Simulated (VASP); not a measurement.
Write the native input for VASP 6.6.1 that does the following.

```yaml
Task: single point
Functional: PBE
Dispersion: D3(BJ)
Potentials_or_basis: VASP PAW PBE potentials, release 64 (C)
Cutoff: 520 eV
k_mesh: 21 × 21 × 1
Occupations: gaussian, width 0.1 eV
Spin: no spin polarisation
Dipole_correction: yes
Further_INCAR_settings: ALGO = Normal; EDIFF = 1e-07; NBANDS = 11
```

The structure of C lies in POSCAR:

```
C
1.0
    2.4649740435      0.0000000000      0.0000000000
   -1.2324870217      2.1347301413      0.0000000000
    0.0000000000      0.0000000000     26.0000000000
C
2
Direct
    0.0000000000      0.0000000000      0.5000000000
    0.6666666667      0.3333333333      0.5000000000
```

These files were run (other wordings do the same):

INCAR

```
  PREC = Accurate
  ENCUT = 520
  EDIFF = 1E-7
  ISMEAR = 0
  SIGMA = 0.1
  LREAL = F
  LASPH = T
  NELM = 60
  ALGO = Normal
  ISIF = 2
  LWAVE = F
  LCHARG = F
  LDIPOL = T
  IDIPOL = 3
  DIPOL = 0.5 0.5 0.500
  GGA = PE
  IVDW = 12
  NBANDS = 11
```

KPOINTS

```
regular mesh
0
Gamma
  21 21 1
```

Potentials or basis: VASP PAW PBE potentials, release 64 (C).

Command:

```bash
$ cat potpaw_PBE.64/C/POTCAR > POTCAR
$ mpirun -np 1 vasp_std > vasp.out
```

It gave:

```json
{"Band gap on the k mesh": "zero (filled and empty bands touch)", "Dispersion energy per atom": "-0.089 eV"}
```

Run time: 93 s on 1 thread of Intel(R) Xeon(R) 6975P-C (Granite Rapids) (shared host), peak memory 0.26 GiB.
